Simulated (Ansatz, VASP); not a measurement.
This is a calculation of NaMg6Sb for VASP 6.6.1.

File INCAR:

```
  PREC = Accurate
  ENCUT = 520
  EDIFF = 1E-7
  ISMEAR = -1
  SIGMA = 0.05
  LREAL = False
  LASPH = True
  NELM = 60
  ALGO = Normal
  ISIF = 2
  LWAVE = False
  LCHARG = False
  GGA = PE
  NBANDS = 22
```

The input KPOINTS:

```
regular mesh
0
Gamma
  5 5 5
```

Contents of POSCAR:

```
NaMg6Sb
1.0
    5.1649431863      0.0000000000      0.0000000000
    0.0000000000      3.1119824561      5.6010563913
    0.0000000000     -3.1119824561      5.6010563913
Sb Mg Na
1 6 1
Direct
    0.0000000000      0.6657290000      0.6657290000
    0.5000000000      0.8362990000      0.8362990000
    0.5000000000      0.3357240000      0.3357240000
    0.5000000000      0.3305960000      0.8318680000
    0.5000000000      0.8318680000      0.3305960000
    0.0000000000      0.1680800000      0.6645300000
    0.0000000000      0.6645300000      0.1680800000
    0.0000000000      0.1671700000      0.1671700000
```

Potentials or basis: VASP PAW PBE potentials, release 64 (Sb, Mg, Na_pv).

Run with:

```sh
$ cat potpaw_PBE.64/Sb/POTCAR potpaw_PBE.64/Mg/POTCAR potpaw_PBE.64/Na_pv/POTCAR > POTCAR
$ mpirun -np 1 vasp_std > vasp.out
```

**Question.** Set up the same calculation for Ansatz 0.2.0. Potentials there: Ansatz PAW.

**Answer.** As run (the cutoff follows the program's own potentials):

input.yaml

```yaml
crystal:
  lattice:
    - [5.1649431863, 0.0, 0.0]
    - [0.0, 3.1119824561, 5.6010563913]
    - [0.0, -3.1119824561, 5.6010563913]
  atoms:
    - { symbol: Sb, position: [0.0, 0.665729, 0.665729] }
    - { symbol: Mg, position: [0.5, 0.836299, 0.836299] }
    - { symbol: Mg, position: [0.5, 0.335724, 0.335724] }
    - { symbol: Mg, position: [0.5, 0.330596, 0.831868] }
    - { symbol: Mg, position: [0.5, 0.831868, 0.330596] }
    - { symbol: Mg, position: [0.0, 0.16808, 0.66453] }
    - { symbol: Mg, position: [0.0, 0.66453, 0.16808] }
    - { symbol: Na, position: [0.0, 0.16717, 0.16717] }
hamiltonian:
  xc: pbe
  pseudopotentials: { kind: paw }
kpoints:
  mp_grid: { grid: [5, 5, 5] }
scf:
  occupations: { method: fermi_dirac, width: 0.05 }
output:
  forces: true
  stress: true
  eigenvalues: true
```

Potentials or basis: Ansatz PAW.

Run with:

```console
$ ansatz run input.yaml --threads 4 --pin off --max-ram 10240MiB --backend cpu --events-out ev --progress --plain --runs-dir out
```

Both were run:

|  | VASP | Ansatz | Ansatz less VASP |
| --- | --- | --- | --- |
| gap on the k mesh at the Fermi level (eV) | none | none | - |
| pressure (GPa) | 2.2 | 2.3 | +0.06 |
| traceless stress, the component that is largest in VASP (GPa) | -1.53 | -1.52 | +0.005 |
| rms of the force components (eV/Å) | 0.057 | 0.056 | -0.0011 |

Atom by atom the forces differ by 0.002 eV/Å (rms over components). A gap of «none» marks a metal or a gap that the smearing closes. VASP's potentials hold 24 valence electrons a cell and Ansatz's 84, so a difference there can come from the potentials and not from the codes.

Spin-orbit coupling is off throughout.
